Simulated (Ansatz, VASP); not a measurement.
Two plane-wave programs on ZnS

Contents of INCAR:

```
  ALGO = Normal
  EDIFF = 1E-7
  ENCUT = 520
  GGA = PE
  ISIF = 2
  ISMEAR = -1
  LASPH = T
  LCHARG = T
  LELF = T
  LREAL = F
  LVHAR = T
  LWAVE = F
  NBANDS = 26
  NELM = 60
  PREC = Accurate
  SIGMA = 0.02
```

The input KPOINTS:

```
k-points
0
Gamma
  12 12 4
```

File POSCAR:

```
ZnS
1.0
    3.8815598613      0.0000000000      0.0000000000
   -1.9407799307      3.3615294462      0.0000000000
    0.0000000000      0.0000000000      6.1720007316
Zn S
2 2
Direct
    0.3333333333      0.6666666667     -0.0024082538
    0.6666666667      0.3333333333      0.4975917462
    0.3333333333      0.6666666667      0.3774082538
    0.6666666667      0.3333333333      0.8774082538
```

Input for Ansatz:

```yaml
crystal:
  lattice:
    - [3.8815598613, 0.0, 0.0]
    - [-1.9407799307, 3.3615294462, 0.0]
    - [0.0, 0.0, 6.1720007316]
  atoms:
    - { symbol: Zn, position: [0.3333333333, 0.6666666667, -0.0024082538] }
    - { symbol: Zn, position: [0.6666666667, 0.3333333333, 0.4975917462] }
    - { symbol: S, position: [0.3333333333, 0.6666666667, 0.3774082538] }
    - { symbol: S, position: [0.6666666667, 0.3333333333, 0.8774082538] }
kpoints:
  mp_grid: { grid: [12, 12, 4] }
  band_path:
    path:
      - [0.0, 0.0, 0.0]
      - [0.5, 0.0, 0.0]
      - [0.3333333333, 0.3333333333, 0.0]
      - [0.0, 0.0, 0.5]
      - [0.5, 0.0, 0.5]
      - [0.3333333333, 0.3333333333, 0.5]
    npoints: 1
hamiltonian:
  xc: pbe
scf:
  occupations: { method: fermi_dirac, width: 0.02 }
  n_extra_bands: 5
output:
  forces: true
  stress: true
  eigenvalues: true
```

Change from the starting cell: epitaxial_xy strain +2.0%.

Alike in both runs: task single point; functional PBE; k mesh 12 × 12 × 4; occupations fermi-dirac, width 0.02 eV; no spin polarisation.

|  | VASP | Ansatz |
| --- | --- | --- |
| version | VASP 6.6.1 | Ansatz 0.2.0 |
| potentials or method | VASP PAW PBE potentials, release 64 (Zn, S) | plane waves, PAW |
| plane-wave cutoff (eV) | 520 | 420 |
| valence electrons in the cell | 36 | 36 |

|  | VASP | Ansatz | Ansatz less VASP |
| --- | --- | --- | --- |
| gap on the k mesh at the Fermi level (eV) | 2.10 | 2.10 | -0.003 |
| pressure (GPa) | 0.4 | 0.2 | -0.14 |
| traceless stress, the component that is largest in VASP (GPa) | 1.94 | 1.93 | -0.010 |
| rms of the force components (eV/Å) | 0.005 | 0.004 | -0.0010 |

Atom by atom the forces differ by 0.001 eV/Å (rms over components).
